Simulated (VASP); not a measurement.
# Al4N5 in VASP: notebook, part 2 of 2

VASP 6.6.1. The steps go on from the part before.

### 3 Single point, LDA, collinear spin

The input, INCAR:

```
PREC = Accurate
ENCUT = 520
EDIFF = 1E-7
ISMEAR = 0
SIGMA = 0.05
LREAL = F
LASPH = T
NELM = 150
ALGO = Normal
ISIF = 2
LWAVE = F
LCHARG = F
ISPIN = 2
MAGMOM = 0 0 0 0 3 0 0 0 0
LORBIT = 11
LDIPOL = T
IDIPOL = 3
DIPOL = 0.5 0.5 0.368
GGA = CA
NBANDS = 32
```

The input, KPOINTS:

```
Automatic mesh
0
Gamma
  9 9 1
```

The input, POSCAR:

```
Al4N5
1.0
    3.0886572978      0.0000000000      0.0000000000
   -1.5443286489      2.6748556835      0.0000000000
    0.0000000000      0.0000000000     23.4417423460
N Al
5 4
Direct
    0.3333333334      0.6666666667      0.1706357804
    0.6666666666      0.3333333333      0.2760679086
    0.3333333334      0.6666666667      0.3837737194
    0.6666666666      0.3333333333      0.4878740814
    0.5000000000      1.0000000000      0.5837685397
    0.6666666666      0.3333333333      0.1955203112
    0.3333333334      0.6666666667      0.3009524394
    0.6666666666      0.3333333333      0.4041582755
    0.3333333334      0.6666666667      0.5094221312
```

Potentials or basis: VASP PAW LDA potentials, release 64 (N, Al).

Started as:

```
cat potpaw_LDA.64/N/POTCAR potpaw_LDA.64/Al/POTCAR > POTCAR
mpirun -np 1 vasp_std > vasp.out
```

OUTCAR:

```text
PREC = Accurate
   ENCUT = 520
   EDIFF = 1E-7
   ISMEAR = 0
   LREAL = F
   LASPH = T
   NELM = 150
   ISIF = 2
   ISPIN = 2
   LORBIT = 11
   GGA = CA

 ion  position               nearest neighbor table
   1  0.333  0.667  0.171-   6 1.88   6 1.88   6 1.88
   2  0.667  0.333  0.276-   7 1.88   7 1.88   7 1.88   6 1.89
   3  0.333  0.667  0.384-   8 1.85   8 1.85   8 1.85   7 1.94
   4  0.667  0.333  0.488-   9 1.85   9 1.85   9 1.85   8 1.96
   5  0.500  0.000  0.584-   9 1.96
   6  0.667  0.333  0.196-   1 1.88   1 1.88   1 1.88   2 1.89   7 3.05   7 3.05   7 3.05
   7  0.333  0.667  0.301-   2 1.88   2 1.88   2 1.88   3 1.94   8 3.01   8 3.01   8 3.01   6 3.05
                             6 3.05   6 3.05
   8  0.667  0.333  0.404-   3 1.85   3 1.85   3 1.85   4 1.96   7 3.01   7 3.01   7 3.01   9 3.04
                             9 3.04   9 3.04
   9  0.333  0.667  0.509-   4 1.85   4 1.85   4 1.85   5 1.96   8 3.04   8 3.04   8 3.04

  LATTYP: Found a hexagonal cell.
 ALAT       =     3.0886572978
 C/A-ratio  =     7.5896223135

  Lattice vectors:

 A1 = (   3.0886572978,   0.0000000000,   0.0000000000)
 A2 = (  -1.5443286489,   2.6748556835,   0.0000000000)
 A3 = (   0.0000000000,   0.0000000000,  23.4417423460)

Analysis of symmetry for initial positions (statically):
=====================================================================
 Subroutine PRICEL returns:
 Original cell was already a primitive cell.

 Routine SETGRP: Setting up the symmetry group for a
 hexagonal supercell.

 Subroutine GETGRP returns: Found  2 space group operations
 (whereof  2 operations were pure point group operations)
 out of a pool of 24 trial point group operations.

The static configuration has the point symmetry C_1h.

Analysis of symmetry for dynamics (positions and initial velocities):
=====================================================================
 Subroutine PRICEL returns:
 Original cell was already a primitive cell.

 Routine SETGRP: Setting up the symmetry group for a
 hexagonal supercell.

 Subroutine GETGRP returns: Found  2 space group operations
 (whereof  2 operations were pure point group operations)
 out of a pool of 24 trial point group operations.

The dynamic configuration has the point symmetry C_1h.

Analysis of structural, dynamic, and magnetic symmetry:
=====================================================================
 Subroutine PRICEL returns:
 Original cell was already a primitive cell.

 Routine SETGRP: Setting up the symmetry group for a
 hexagonal supercell.

 Subroutine GETGRP returns: Found  2 space group operations
 (whereof  2 operations were pure point group operations)
 out of a pool of 24 trial point group operations.

The overall configuration has the point symmetry C_1h.

 Subroutine INISYM returns: Found  2 space group operations
 (whereof  2 operations are pure point group operations),
 and found     1 'primitive' translations

----------------------------------------------------------------------------------------

                                     Primitive cell

  volume of cell :     193.6689

  direct lattice vectors                    reciprocal lattice vectors
     3.088657298  0.000000000  0.000000000     0.323765282  0.186925973  0.000000000
    -1.544328649  2.674855684  0.000000000     0.000000000  0.373851945  0.000000000
     0.000000000  0.000000000 23.441742346     0.000000000  0.000000000  0.042658945
[... 122 lines left out ...]
   GGA     = CA    functional components
   LHFCALC =     F    Hartree Fock is set to
   AEXX    =    0.0000 exact exchange contribution
   IVDW    =     0    specifies the selected vdW correction
   LEPSILON=     F    determine dielectric tensor
   LRPA    =     F    only Hartree local field effects (RPA)
 spin polarized calculation
 Gauss-broadening in eV      SIGMA  =   0.05
  energy-cutoff  :      520.00
  volume of cell :      193.67
 maximum number of plane-waves:      5230
   NGX = 11   NGY = 11   NGZ = 87

 dipolmoment           0.000000      0.000000     -0.000512 electrons x Angstroem

 number of electron      37.0000000 magnetization       1.7035236

 dipolmoment           0.000000      0.000000      0.013729 electrons x Angstroem

 Free energy of the ion-electron system (eV)
  ---------------------------------------------------
  ext. energy  EPLUGINS =         0.00000000
  ---------------------------------------------------
  free energy    TOTEN  =       -66.97808681 eV

  energy without entropy =      -66.97294303  energy(sigma->0) =      -66.97551492

 E-fermi :  -0.9561     XC(G=0):  -6.0169

 val. band max:       -0.9641163669   @ k =   0.1111  -0.0000   0.0000
 cond. band min:      -0.9432057119   @ k =   0.0000   0.0000   0.0000
 fundamental gap:      0.0209106550
 Fermi energy:        -0.9561350687

 spin component 1

 k-point     1 :       0.0000    0.0000    0.0000
  band No.  band energies     occupation
      1     -17.4344      1.00000
      2     -16.6516      1.00000
      3     -15.9598      1.00000
      4     -14.2324      1.00000
      5     -13.9829      1.00000
      6      -7.7604      1.00000
[... 781 lines left out ...]
     29       8.7360      0.00000
     30       9.1066      0.00000

 [... further k-points ...]

 spin component 2

 k-point     1 :       0.0000    0.0000    0.0000
  band No.  band energies     occupation
      1     -17.3856      1.00000
      2     -16.5291      1.00000
      3     -15.8464      1.00000
      4     -14.4553      1.00000
      5     -11.9525      1.00000
      6      -7.6723      1.00000
[... 781 lines left out ...]
     29       8.8506      0.00000
     30       9.0287      0.00000

 [... further k-points ...]

 [bands above 30 left out]

------------------------ aborting loop because EDIFF is reached ----------------------------------------

 vacuum level on the upper side and lower side of the slab       (xc-potential included)         0.136        -0.156

  FORCE on cell =-STRESS in cart. coord.  units (eV):
  Direction    XX          YY          ZZ          XY          YZ          ZX
  --------------------------------------------------------------------------------------
  -------------------------------------------------------------------------------------
  Total        0.5329826      0.8677593     -1.0520806      0.0000000     -0.5312806      0.0000000
  in kB        4.4092392      7.1787675     -8.7036142      0.0000000     -4.3951588      0.0000000
  external PRESSURE =       0.9614642 kB  Pullay stress =       0.0000000 kB

 VOLUME and BASIS-vectors are now :
 -----------------------------------------------------------------------------
  energy-cutoff  :      520.00
  volume of cell :      193.67
      direct lattice vectors                 reciprocal lattice vectors
     3.088657298  0.000000000  0.000000000     0.323765282  0.186925973  0.000000000
    -1.544328649  2.674855684  0.000000000     0.000000000  0.373851945  0.000000000
     0.000000000  0.000000000 23.441742346     0.000000000  0.000000000  0.042658945

 POSITION                                       TOTAL-FORCE (eV/Angst)
 -----------------------------------------------------------------------------------
      0.00000      1.78324      4.00000        -0.000000      0.000699      2.098284
      1.54433      0.89162      6.47151        -0.000000     -0.001873      1.056721
      0.00000      1.78324      8.99632        -0.000000     -0.003781     -1.168350
      1.54433      0.89162     11.43662        -0.000000      0.404482     -1.696852
      1.54433      0.00000     13.68455        -0.000000     -0.210196      0.000588
      1.54433      0.89162      4.58334        -0.000000     -0.000264     -2.488787
      0.00000      1.78324      7.05485        -0.000000     -0.002014     -0.406436
      1.54433      0.89162      9.47417        -0.000000     -0.004664      1.273763
      0.00000      1.78324     11.94174         0.000000     -0.182388      1.331069
 -----------------------------------------------------------------------------------
    total drift:                               -0.000000     -0.000210      0.000769

  FREE ENERGIE OF THE ION-ELECTRON SYSTEM (eV)
  ---------------------------------------------------
  free  energy   TOTEN  =       -66.9780868138 eV

  energy  without entropy=      -66.9729430272  energy(sigma->0) =      -66.97551492

 vacuum level on the upper side and lower side of the slab         6.809         6.509

 total charge

# of ion       s       p       d       tot
------------------------------------------
    1        1.240   2.445   0.000   3.685
    2        1.218   2.616   0.000   3.834
    3        1.215   2.638   0.000   3.853
    4        1.220   2.608   0.000   3.828
    5        1.325   2.034   0.000   3.359
    6        0.382   0.462   0.000   0.843
    7        0.375   0.456   0.000   0.831
    8        0.381   0.468   0.000   0.849
    9        0.378   0.451   0.000   0.829
--------------------------------------------------
tot          7.733  14.177   0.000  21.911

 magnetization (x)

# of ion       s       p       d       tot
------------------------------------------
    1       -0.018  -0.341   0.000  -0.358
    2       -0.001  -0.029   0.000  -0.030
    3        0.001   0.005   0.000   0.006
    4        0.011   0.101   0.000   0.112
    5        0.040   1.395   0.000   1.435
    6        0.004  -0.001   0.000   0.002
    7       -0.001  -0.001   0.000  -0.002
    8        0.003   0.007   0.000   0.010
    9       -0.000   0.007   0.000   0.006
--------------------------------------------------
tot          0.039   1.143   0.000   1.182
```

It took 6.9 min on 1 thread of Intel Xeon 6975P-C (Granite Rapids), shared host; peak memory 0.4 GiB.

What came out:

```
Free energy                                           : -66.9781 eV
Largest force                                         : 2.489 eV/Å
Net moment                                            : 1.70 μB per cell
Site moments                                          : N -0.36, -0.03, +0.01, +0.11, +1.44; Al +0.00, -0.00, +0.01 (each value once) μB
Valence electrons inside the program's atomic spheres : N 3.69, 3.83, 3.85, 3.36 (each value once); Al 0.84, 0.83, 0.85 (each value once)
```

Forces on the atoms (eV/Å):
```
N    0.000  0.001  2.098
N    0.000 -0.002  1.057
N    0.000 -0.004 -1.168
N    0.000  0.404 -1.697
N    0.000 -0.210  0.001
Al   0.000  0.000 -2.489
Al   0.000 -0.002 -0.406
Al   0.000 -0.005  1.274
Al   0.000 -0.182  1.331
```

### 4 Single point, LDA, collinear spin

The input, INCAR:

```
SYSTEM = Al4N5
  ALGO = Normal
  DIPOL = 0.5 0.5 0.368
  EDIFF = 1E-7
  ENCUT = 520
  IDIPOL = 3
  ISIF = 2
  ISMEAR = 0
  ISPIN = 2
  LASPH = .TRUE.
  LCHARG = .FALSE.
  LDIPOL = .TRUE.
  LORBIT = 11
  LREAL = .FALSE.
  LWAVE = .FALSE.
  MAGMOM = 0 0 0 0 3 0 0 0 0
  NBANDS = 32
  NELM = 150
  PREC = Accurate
  SIGMA = 0.05
```

The input, KPOINTS:

```
k-points
0
G
  9 9 1
  0 0 0
```

The input, POSCAR:

```
Al4N5
1.0
    3.0886572978      0.0000000000      0.0000000000
   -1.5443286489      2.6748556835      0.0000000000
    0.0000000000      0.0000000000     23.4417423460
N Al
5 4
Direct
    0.3333333333      0.6666666667      0.1706357804
    0.6666666667      0.3333333334      0.2760679086
    0.3333333333      0.6666666667      0.3837737194
    0.6666666667      0.3333333334      0.4878740814
    0.6666666667      0.8333333334      0.5815573500
    0.6666666667      0.3333333334      0.1955203112
    0.3333333333      0.6666666667      0.3009524394
    0.6666666667      0.3333333334      0.4041582755
    0.3333333333      0.6666666667      0.5094221312
```

Started as:

```
cat potpaw_LDA.64/N/POTCAR potpaw_LDA.64/Al/POTCAR > POTCAR
mpirun -np 1 vasp_std > vasp.out
```

Run time: 40 min. Hardware: 1 thread of Oxide Virtual Turin-like, shared host; peak memory 0.37 GiB.

It converged, with:

```yaml
Free_energy: -67.0102 eV
Largest_force: 2.297 eV/Å
Net_moment: 2.38 μB per cell
Site_moments: N -0.00, +0.00, +0.01, +0.12, +1.45; Al -0.00, +0.00, +0.01 (each value once) μB
Valence_electrons_inside_the_program's_atomic_spheres: N 3.68, 3.83, 3.85, 3.37 (each value once); Al 0.84, 0.83, 0.85 (each value once)
```

Forces in eV/Å, atoms in the order of the input:
```
N   -0.001  0.000  1.905
N    0.001  0.001  1.161
N   -0.003 -0.002 -1.026
N    0.042  0.024 -1.366
N    0.305  0.176  0.048
Al  -0.001  0.000 -2.297
Al   0.000  0.000 -0.545
Al   0.006  0.003  1.189
Al  -0.349 -0.201  0.931
```

Levels at points of the mesh, in eV from the Fermi level:
Spin up:
```csv
k point,band 16,band 17,band 18,band 19,band 20,band 21,band 22,band 23,band 24,band 25
"(0.00, 0.00, 0.00)",-0.50,-0.28,-0.24,0.11,0.11,3.92,5.24,5.61,6.80,7.08
```
Spin down:
```tsv
k point	band 15	band 16	band 17	band 18	band 19	band 20
(0.00, 0.00, 0.00)	-0.61	0.10	0.10	0.32	2.50	2.96
```

### 5 Overview

```tsv
cell	gap on the mesh (eV)	moment (μB)	largest force (eV/Å)
a = 3.089, b = 3.089, c = 23.442 Å, angles 90.0, 90.0, 120.0°, 9 atoms, atomic positions A	none	0.41	2.51
a = 3.089, b = 3.089, c = 23.442 Å, angles 90.0, 90.0, 120.0°, 9 atoms, atomic positions B	none	1.70	2.49
a = 3.089, b = 3.089, c = 23.442 Å, angles 90.0, 90.0, 120.0°, 9 atoms, atomic positions C	none	2.38	2.30
```

Alike in all rows: task single point; level LDA; potentials or basis VASP PAW LDA potentials, release 64 (N, Al); spin collinear; k mesh 9 × 9 × 1; cutoff (eV) 520; smearing gaussian 0.05 eV.

Absolute energies hang on the potentials; compare differences alone.
